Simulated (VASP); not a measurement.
# C (Pm-3m) in VASP: a series of runs

The runs below take C through single point, relaxation of cell and atoms, with r2SCAN.

Everything below comes from runs of VASP 6.6.1. Logs are shortened: lines on timing, memory, paths and dates and some standing lists are left out, and cuts for length are marked.

## 1. The cell of the first run

Symmetry: Pm-3m, No. 221, cubic system. The conventional cell has a = 1.748 Å, b = 1.748 Å, c = 1.748 Å, α = 90.00°, β = 90.00°, γ = 90.00°. Within 2.3 Å of C (site symmetry m-3m) lie 6 C at 1.75 Å.

## 2. Single point, r2SCAN

POSCAR

```
C
1.0
    1.7484864253      0.0000000000      0.0000000000
    0.0000000000      1.7484864253      0.0000000000
    0.0000000000      0.0000000000      1.7484864253
C
1
Direct
    0.0000000000      0.0000000000      0.0000000000
```

INCAR.step1

```
SYSTEM = C
PREC = Accurate ; ENCUT = 520
ISMEAR = -1 ; SIGMA = 0.05
LREAL = .False. ; LASPH = .True.
NELM = 80 ; NBANDS = 8
GGA = PE ; ALGO = Normal
EDIFF = 1E-4 ; LWAVE = .True.
LCHARG = .False.
```

INCAR.step2

```
SYSTEM = C
PREC = Accurate ; ENCUT = 520
EDIFF = 1E-6 ; ISMEAR = -1
SIGMA = 0.05 ; LREAL = .False.
LASPH = .True. ; NELM = 80
ALGO = Normal ; ISIF = 2
LWAVE = .False. ; LCHARG = .True.
METAGGA = R2SCAN ; LMIXTAU = .True.
LELF = .True. ; LVHAR = .True.
NBANDS = 8 ; ISTART = 1
```

KPOINTS

```
regular mesh
0
Gamma
  11 11 11
  0 0 0
```

Potentials or basis: VASP PAW PBE potentials, release 64 (C).

The run is started by

```
$ cat potpaw_PBE.64/C/POTCAR > POTCAR
$ cp INCAR.step1 INCAR
$ mpirun -np 1 vasp_std > vasp.out
$ cp INCAR.step2 INCAR
$ mpirun -np 1 vasp_std > vasp.out
```

OUTCAR:

```text
SYSTEM = C
   PREC = Accurate
   ENCUT = 520
   EDIFF = 1E-6
   ISMEAR = -1
   LREAL = .False.
   LASPH = .True.
   NELM = 80
   ISIF = 2
   METAGGA = R2SCAN
   ISTART = 1

 ion  position               nearest neighbor table
   1  0.000  0.000  0.000-

  LATTYP: Found a simple cubic cell.
 ALAT       =     1.7484864253

  Lattice vectors:

 A1 = (   1.7484864253,   0.0000000000,   0.0000000000)
 A2 = (   0.0000000000,   1.7484864253,   0.0000000000)
 A3 = (   0.0000000000,   0.0000000000,   1.7484864253)

Analysis of symmetry for initial positions (statically):
=====================================================================
 Subroutine PRICEL returns:
 Original cell was already a primitive cell.

 Routine SETGRP: Setting up the symmetry group for a
 simple cubic supercell.

 Subroutine GETGRP returns: Found 48 space group operations
 (whereof 48 operations were pure point group operations)
 out of a pool of 48 trial point group operations.

The static configuration has the point symmetry O_h .

Analysis of symmetry for dynamics (positions and initial velocities):
=====================================================================
 Subroutine PRICEL returns:
 Original cell was already a primitive cell.

 Routine SETGRP: Setting up the symmetry group for a
 simple cubic supercell.

 Subroutine GETGRP returns: Found 48 space group operations
 (whereof 48 operations were pure point group operations)
 out of a pool of 48 trial point group operations.

The dynamic configuration has the point symmetry O_h .

 Subroutine INISYM returns: Found 48 space group operations
 (whereof 48 operations are pure point group operations),
 and found     1 'primitive' translations

----------------------------------------------------------------------------------------

                                     Primitive cell

  volume of cell :       5.3455

  direct lattice vectors                    reciprocal lattice vectors
     1.748486425  0.000000000  0.000000000     0.571923228  0.000000000  0.000000000
     0.000000000  1.748486425  0.000000000     0.000000000  0.571923228  0.000000000
     0.000000000  0.000000000  1.748486425     0.000000000  0.000000000  0.571923228

  length of vectors
     1.748486425  1.748486425  1.748486425     0.571923228  0.571923228  0.571923228

  position of ions in fractional coordinates (direct lattice)
     0.000000000  0.000000000  0.000000000

  ion indices of the primitive-cell ions
   primitive index   ion index
                 1           1

----------------------------------------------------------------------------------------

 KPOINTS: regular mesh

Automatic generation of k-mesh.
 Grid dimensions read from file:
 generate k-points for:   11   11   11

 Generating k-lattice:

  Cartesian coordinates                     Fractional coordinates (reciprocal lattice)
     0.051993021  0.000000000  0.000000000     0.090909091  0.000000000  0.000000000
     0.000000000  0.051993021  0.000000000     0.000000000  0.090909091  0.000000000
     0.000000000  0.000000000  0.051993021     0.000000000  0.000000000  0.090909091

  Length of vectors
     0.051993021  0.051993021  0.051993021

  Shift w.r.t. Gamma in fractional coordinates (k-lattice)
     0.000000000  0.000000000  0.000000000

 Subroutine IBZKPT returns following result:
 ===========================================

 Found     56 irreducible k-points:

 Following reciprocal coordinates:
            Coordinates               Weight
  0.000000  0.000000  0.000000      1.000000
  0.090909  0.000000  0.000000      6.000000
  0.181818  0.000000  0.000000      6.000000
  0.272727  0.000000  0.000000      6.000000
  0.363636  0.000000  0.000000      6.000000
  0.454545  0.000000  0.000000      6.000000
[... 16 lines left out ...]
  0.181818  0.090909  0.090909     24.000000
  0.272727  0.090909  0.090909     24.000000
 [... further k-points ...]
   k-points           NKPTS =     56   k-points in BZ     NKDIM =     56   number of bands    NBANDS=      8
   number of dos      NEDOS =    301   number of ions     NIONS =      1
   total plane-waves  NPLWV =   2744
   dimension x,y,z NGX =    14 NGY =   14 NGZ =   14
   dimension x,y,z NGXF=    28 NGYF=   28 NGZF=   28
   ions per type =               1
   NGX,Y,Z   is equivalent  to a cutoff of  13.31, 13.31, 13.31 a.u.
   NGXF,Y,Z  is equivalent  to a cutoff of  26.62, 26.62, 26.62 a.u.
 SYSTEM =  C
   PREC   = accura    normal or accurate (medium, high low for compatibility)
   ISTART =      1    job   : 0-new  1-cont  2-samecut
   ICHARG =      0    charge: 1-file 2-atom 10-const
   ISPIN  =      1    spin polarized calculation?
   LNONCOLLINEAR =      F non collinear calculations
   LSORBIT =      F    spin-orbit coupling
   LASPH  =      T    aspherical Exc in radial PAW
   ENCUT  =  520.0 eV  38.22 Ry    6.18 a.u.   3.25  3.25  3.25*2*pi/ulx,y,z
   NELM   =     80;   NELMIN=  2; NELMDL=  0     # of ELM steps
   EDIFF  = 0.1E-05   stopping-criterion for ELM
   LREAL  =      F    real-space projection
   EDIFFG = 0.1E-04   stopping-criterion for IOM
   NSW    =      0    number of steps for IOM
   IBRION =     -1    ionic relax: 0-MD 1-quasi-New 2-CG
   NFREE  =      0    steps in history (QN), initial steepest desc. (CG)
   ISIF   =      2    stress and relaxation
   ISYM   =      2    0-nonsym 1-usesym 2-fastsym
   POTIM  = 0.5000    time-step for ionic-motion
   TEBEG  =    0.0;   TEEND  =   0.0 temperature during run
   PSTRESS=    0.0 pullay stress
   NELECT =       4.0000    total number of electrons
   NUPDOWN=      -1.0000    fix difference up-down
   EMIN   =  10.00;   EMAX   =-10.00  energy-range for DOS
   EFERMI =   0.00;   METHOD = LEGACY
   ISMEAR =    -1;   SIGMA  =   0.05  broadening in eV -4-tet -1-fermi 0-gaus
   EFERMI_NEDOS =   21; number of points for ismear=-14 and -15
   IALGO  =     38    algorithm
   IMIX   =      4    mixing-type and parameters
     AMIX     =   0.40;   BMIX     =  1.00
     AMIX_MAG =   1.60;   BMIX_MAG =  1.00
  volume/ion in A,a.u.               =       5.35        36.07
  Fermi-wavevector in a.u.,A,eV,Ry     =   1.486275  2.808653 30.055460  2.209014
  Thomas-Fermi vector in A             =   2.599582
   LORBIT       =      0    0 simple, 1 ext, 2 COOP (PROOUT), +10 PAW based schemes
   METAGGA = R2SCAN    functional components
   LHFCALC =     F    Hartree Fock is set to
   AEXX    =    0.0000 exact exchange contribution
   IVDW    =     0    specifies the selected vdW correction
   LEPSILON=     F    determine dielectric tensor
   LRPA    =     F    only Hartree local field effects (RPA)
 non-spin polarized calculation
  energy-cutoff  :      520.00
  volume of cell :        5.35
 maximum number of plane-waves:       151
 NGX is ok and might be reduce to    14
   NGX =  7   NGY =  7   NGZ =  7

 number of electron       4.0000001 magnetization

 Free energy of the ion-electron system (eV)
  ---------------------------------------------------
  ext. energy  EPLUGINS =         0.00000000
  ---------------------------------------------------
  free energy    TOTEN  =        -7.05353079 eV

  energy without entropy =       -7.05225077  energy(sigma->0) =       -7.05289078

 E-fermi :  11.9154     XC(G=0): -15.1564

 val. band max:       10.9567873678   @ k =   0.2727   0.1818   0.1818
 cond. band min:      11.9425702783   @ k =   0.4545   0.3636   0.3636
 fundamental gap:      0.9857829105
 Fermi energy:        11.9153944076

 k-point     1 :       0.0000    0.0000    0.0000
  band No.  band energies     occupation
      1     -12.4770      2.00000
      2      21.9284      0.00000
      3      21.9284      0.00000
      4      21.9284      0.00000
      5      38.5196      0.00000
      6      38.5196      0.00000
      7      45.7798      0.00000
      8      71.9855      0.00000

 k-point     2 :       0.0909    0.0000    0.0000
  band No.  band energies     occupation
      1     -12.1269      2.00000
      2      19.4319      0.00000
      3      22.1704      0.00000
      4      22.1704      0.00000
      5      38.9098      0.00000
      6      41.2209      0.00000
      7      45.7922      0.00000
      8      69.7707      0.00000

 k-point     3 :       0.1818    0.0000    0.0000
  band No.  band energies     occupation
      1     -11.0779      2.00000
      2      14.4826      0.00000
      3      22.8561      0.00000
      4      22.8561      0.00000
      5      40.0656      0.00000
      6      44.7141      0.00000
      7      47.6614      0.00000
      8      64.9367      0.00000

 k-point     4 :       0.2727    0.0000    0.0000
  band No.  band energies     occupation
      1      -9.3347      2.00000
      2       9.2460      2.00000
      3      23.8494      0.00000
      4      23.8494      0.00000
      5      41.9264      0.00000
      6      44.6795      0.00000
      7      52.6975      0.00000
      8      59.9731      0.00000

 k-point     5 :       0.3636    0.0000    0.0000
  band No.  band energies     occupation
      1      -6.9062      2.00000
      2       4.3455      2.00000
      3      24.8904      0.00000
      4      24.8904      0.00000
      5      44.2967      0.00000
      6      44.3618      0.00000
      7      56.0590      0.00000
      8      56.0759      0.00000

 k-point     6 :       0.4545    0.0000    0.0000
  band No.  band energies     occupation
      1      -3.8172      2.00000
      2      -0.0092      2.00000
      3      25.5833      0.00000
      4      25.5833      0.00000
      5      44.1368      0.00000
      6      46.4479      0.00000
      7      53.9079      0.00000
      8      53.9079      0.00000

 k-point     7 :       0.0909    0.0909    0.0000
  band No.  band energies     occupation
      1     -11.7774      2.00000
      2      18.9656      0.00000
      3      20.5069      0.00000
      4      22.4107      0.00000
      5      40.4657      0.00000
      6      42.6818      0.00000
      7      45.6296      0.00000
      8      67.4712      0.00000
[... 133 lines left out ...]
 k-point    20 :       0.4545    0.3636    0.0000
  band No.  band energies     occupation
      1       1.0954      2.00000
      2       4.3238      2.00000
      3      12.2806      0.00134
      4      24.2872      0.00000
      5      28.0531      0.00000
      6      54.7160      0.00000
      7      56.7882      0.00000
      8      59.7136      0.00000

 k-point    21 :       0.4545    0.4545    0.0000
  band No.  band energies     occupation
      1       3.4646      2.00000
      2       5.0975      2.00000
      3       9.6073      2.00000
      4      21.2185      0.00000
      5      28.6011      0.00000
      6      56.1955      0.00000
      7      56.8699      0.00000
      8      61.7615      0.00000

 k-point    22 :       0.0909    0.0909    0.0909
  band No.  band energies     occupation
      1     -11.4286      2.00000
      2      19.2361      0.00000
      3      19.2361      0.00000
      4      21.6589      0.00000
      5      43.0122      0.00000
      6      43.0122      0.00000
      7      45.3739      0.00000
      8      67.3669      0.00000

 k-point    23 :       0.1818    0.0909    0.0909
  band No.  band energies     occupation
      1     -10.3836      2.00000
      2      14.7772      0.00000
      3      20.0093      0.00000
      4      22.1414      0.00000
      5      43.9671      0.00000
      6      44.4150      0.00000
      7      48.3450      0.00000
      8      61.2183      0.00000

 k-point    24 :       0.2727    0.0909    0.0909
  band No.  band energies     occupation
      1      -8.6483      2.00000
      2       9.7207      2.00000
      3      21.1499      0.00000
      4      23.1900      0.00000
      5      42.9522      0.00000
      6      45.3973      0.00000
      7      53.1544      0.00000
      8      55.6956      0.00000

 [... further k-points ...]

------------------------ aborting loop because EDIFF is reached ----------------------------------------

  FORCE on cell =-STRESS in cart. coord.  units (eV):
  Direction    XX          YY          ZZ          XY          YZ          ZX
  --------------------------------------------------------------------------------------
  -------------------------------------------------------------------------------------
  Total        0.3570248      0.3570248      0.3570248     -0.0000000     -0.0000000      0.0000000
  in kB      107.0094714    107.0094714    107.0094714     -0.0000000     -0.0000000      0.0000000
  external PRESSURE =     107.0094714 kB  Pullay stress =       0.0000000 kB

 VOLUME and BASIS-vectors are now :
 -----------------------------------------------------------------------------
  energy-cutoff  :      520.00
  volume of cell :        5.35
      direct lattice vectors                 reciprocal lattice vectors
     1.748486425  0.000000000  0.000000000     0.571923228  0.000000000  0.000000000
     0.000000000  1.748486425  0.000000000     0.000000000  0.571923228  0.000000000
     0.000000000  0.000000000  1.748486425     0.000000000  0.000000000  0.571923228

 POSITION                                       TOTAL-FORCE (eV/Angst)
 -----------------------------------------------------------------------------------
      0.00000      0.00000      0.00000         0.000000      0.000000      0.000000
 -----------------------------------------------------------------------------------
    total drift:                               -0.000000     -0.000000     -0.000000

  FREE ENERGIE OF THE ION-ELECTRON SYSTEM (eV)
  ---------------------------------------------------
  free  energy   TOTEN  =        -7.0535307876 eV

  energy  without entropy=       -7.0522507690  energy(sigma->0) =       -7.05289078
```

It used 4.7 s of CPU time on 1 thread of Intel Xeon 6975P-C (shared host).

What came out:

| Item | Value |
| --- | --- |
| Free energy | -7.0535 eV |
| Pressure | 10.7 GPa |
| Band gap on the k mesh | zero (band 2 reaches 21.93 eV, above the bottom of band 3 at 9.61 eV) |

Levels at points of the mesh, in eV from the Fermi level:
```tsv
k point	band 1	band 2	band 3	band 4	band 5	band 6	band 7
(0.00, 0.00, 0.00)	-24.39	10.01	10.01	10.01	26.60	26.60	33.86
```

Caveat: the PAW data sets were made with another functional, which shifts forces and pressure a little.

[end of part 1 of 2]
